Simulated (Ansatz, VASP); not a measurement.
One calculation of MgO, two programs

The input INCAR:

```
PREC = Accurate ; ENCUT = 520
EDIFF = 1E-7 ; ISMEAR = 0
SIGMA = 0.05 ; LREAL = F
LASPH = T ; NELM = 80
ALGO = Normal ; ISIF = 2
LWAVE = F ; LCHARG = F
NBANDS = 36
```

Contents of KPOINTS:

```
Automatic mesh
0
Gamma
  8 8 2
```

POSCAR

```
MgO
1.0
   -3.4517839558      0.0000000000      0.0000000000
   -1.7258919779     -2.9893325941      0.0000000000
   -2.6847208545     -1.9928883961     12.4189476803
Mg O
6 6
Direct
    0.6296222222      0.6111000000      0.0833500000
    0.4814740741      0.3888777778      0.4166833333
    0.3333259259      0.1666555556      0.7500166667
   -0.0740814815     -0.2777888889      0.9166833333
    0.2222148148      0.1666555556      0.2500166667
    0.0740666667     -0.0555666667      0.5833500000
    0.2592518519      0.0555444444      0.9166833333
    0.5555481481      0.4999888889      0.2500166667
    0.4074000000      0.2777666667      0.5833500000
    0.2962888889      0.2777666667      0.0833500000
    0.1481407407      0.0555444444      0.4166833333
   -0.0000074074     -0.1666777778      0.7500166667
```

Input for Ansatz:

```yaml
crystal:
  lattice:
    - [-3.4517839558, 0.0, 0.0]
    - [-1.7258919779, -2.9893325941, 0.0]
    - [-2.6847208545, -1.9928883961, 12.4189476803]
  atoms:
    - { symbol: Mg, position: [0.6296222222, 0.6111, 0.08335] }
    - { symbol: Mg, position: [0.4814740741, 0.3888777778, 0.4166833333] }
    - { symbol: Mg, position: [0.3333259259, 0.1666555556, 0.7500166667] }
    - { symbol: Mg, position: [-0.0740814815, -0.2777888889, 0.9166833333] }
    - { symbol: Mg, position: [0.2222148148, 0.1666555556, 0.2500166667] }
    - { symbol: Mg, position: [0.0740666667, -0.0555666667, 0.58335] }
    - { symbol: O, position: [0.2592518519, 0.0555444444, 0.9166833333] }
    - { symbol: O, position: [0.5555481481, 0.4999888889, 0.2500166667] }
    - { symbol: O, position: [0.4074, 0.2777666667, 0.58335] }
    - { symbol: O, position: [0.2962888889, 0.2777666667, 0.08335] }
    - { symbol: O, position: [0.1481407407, 0.0555444444, 0.4166833333] }
    - { symbol: O, position: [-7.4074e-06, -0.1666777778, 0.7500166667] }
basis:
  ecutwfc: 520.0
kpoints:
  mp_grid: { grid: [8, 8, 2] }
hamiltonian:
  xc: lda
  pseudopotentials: { kind: paw, azcp: { folder: soft_1 } }
scf:
  occupations: { method: gaussian, width: 0.05 }
output:
  forces: true
  stress: true
  eigenvalues: true
```

Alike in both runs: task single point; functional LDA; k mesh 8 × 8 × 2; occupations gaussian, width 0.05 eV; no spin polarisation.

|  | VASP | Ansatz |
| --- | --- | --- |
| version | VASP 6.6.1 | Ansatz 0.2.0 |
| potentials or method | VASP PAW LDA potentials, release 64 (Mg, O), cutoff 520 eV | scalar-relativistic, plane waves, PAW |
| valence electrons in the cell | 48 | 96 |

Ansatz gave:

| Quantity | Value |
| --- | --- |
| gap on the k mesh at the Fermi level (eV) | 2.84 |
| least direct gap on the mesh (eV) | 2.84 |
| pressure (GPa) | 0.5 |
| traceless stress, the component that is largest in VASP (GPa) | 8.48 |
| rms of the force components (eV/Å) | 0.846 |

Estimate VASP's values.

gap on the k mesh at the Fermi level (eV): 2.83; least direct gap on the mesh (eV): 2.83; pressure (GPa): -1.2; traceless stress, the component that is largest in VASP (GPa): 8.67; rms of the force components (eV/Å): 0.872.

Ansatz warns that its potentials were made for another functional, while VASP's fit it. LDA's correlation is that of Perdew and Zunger in VASP and of Perdew and Wang (1992) in Ansatz. Atom by atom the forces differ by 0.027 eV/Å (rms over components). VASP's potentials hold 48 valence electrons a cell and Ansatz's 96, so a difference there can come from the potentials and not from the codes.
